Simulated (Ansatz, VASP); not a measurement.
## CsAg3O2: VASP beside Ansatz

File INCAR:

```
PREC     = Accurate       # precision mode
ENCUT    = 600            # plane-wave cutoff, eV
EDIFF    = 1E-6           # SCF threshold, eV
ISMEAR   = 0              # smearing method
SIGMA    = 0.1            # smearing width, eV
LREAL    = False          # projectors in reciprocal space
LASPH    = True           # aspherical terms in the spheres
NELM     = 100            # most SCF steps
ALGO     = Normal         # electronic algorithm
ISIF     = 3              # what is computed and relaxed
LWAVE    = False          # write WAVECAR
LCHARG   = False          # write CHGCAR
GGA      = PE             # functional
IBRION   = 2              # ionic algorithm
NSW      = 100            # ionic steps
EDIFFG   = -0.01          # ionic threshold
```

The input KPOINTS:

```
Automatic mesh
0
Gamma
  6 6 10
```

Contents of POSCAR:

```
CsAg3O2
1.0
    6.0022942775      0.0000000000      0.0000000000
   -3.0011471387      5.1981393253      0.0000000000
    0.0000000000      0.0000000000      3.5352487137
Cs Ag O
1 3 2
Direct
    0.0000000000      0.0000000000      0.0000000000
    0.0000000000      0.5000000000      0.5000000000
    0.5000000000      0.5000000000      0.5000000000
    0.5000000000      0.0000000000      0.5000000000
    0.6666666667      0.3333333333      0.0000000000
    0.3333333333      0.6666666667      0.0000000000
```

Input for Ansatz:

```yaml
crystal:
  lattice:
    - [6.0022942775, 0.0, 0.0]
    - [-3.0011471387, 5.1981393253, 0.0]
    - [0.0, 0.0, 3.5352487137]
  atoms:
    - { symbol: Cs, position: [0.0, 0.0, 0.0] }
    - { symbol: Ag, position: [0.0, 0.5, 0.5] }
    - { symbol: Ag, position: [0.5, 0.5, 0.5] }
    - { symbol: Ag, position: [0.5, 0.0, 0.5] }
    - { symbol: O, position: [0.6666666667, 0.3333333333, 0.0] }
    - { symbol: O, position: [0.3333333333, 0.6666666667, 0.0] }
basis:
  ecutwfc: 420
kpoints:
  mp_grid: { grid: [6, 6, 10] }
hamiltonian:
  xc: pbe
scf:
  occupations: { method: gaussian, width: 0.1 }
output:
  forces: true
  stress: true
  eigenvalues: true
  write_density: true
  write_potential: true
  elf: true
  volumetric_format: npy
relax:
  adjacent_minimum: "off"
  f_tol: 0.01
  max_steps: 80
  cell: { stress_tol: 0.05 }
```

Change from the starting cell: species swapped into the TbAl3Cu2 type (P6/mmm, No. 191).

Alike in both runs: task relaxation of cell and atoms; functional PBE; k mesh 6 × 6 × 10; occupations gaussian, width 0.1 eV; no spin polarisation.

|  | VASP | Ansatz |
| --- | --- | --- |
| version | VASP 6.6.1 | Ansatz 0.2.0 |
| potentials or method | VASP PAW PBE potentials, release 64 (Cs_sv, Ag, O), cutoff 600 eV | scalar-relativistic, plane waves, PAW |
| valence electrons in the cell | 54 | 78 |

Ansatz gave:

```
gap on the k mesh at the Fermi level, each at its own relaxed structure (eV)  : none
relaxed volume (Å³/atom)                                                      : 18.34
relaxed length of the cell vector where the two differ most in proportion (Å) : 6.003
```

**Question.** Which values does VASP return?

**Answer.** gap on the k mesh at the Fermi level, each at its own relaxed structure (eV): none; relaxed volume (Å³/atom): 18.33; relaxed length of the cell vector where the two differ most in proportion (Å): 5.998.

A gap of «none» marks a metal or a gap that the smearing closes. VASP's potentials hold 54 valence electrons a cell and Ansatz's 78, so a difference there can come from the potentials and not from the codes.

Spin-orbit coupling is off throughout.
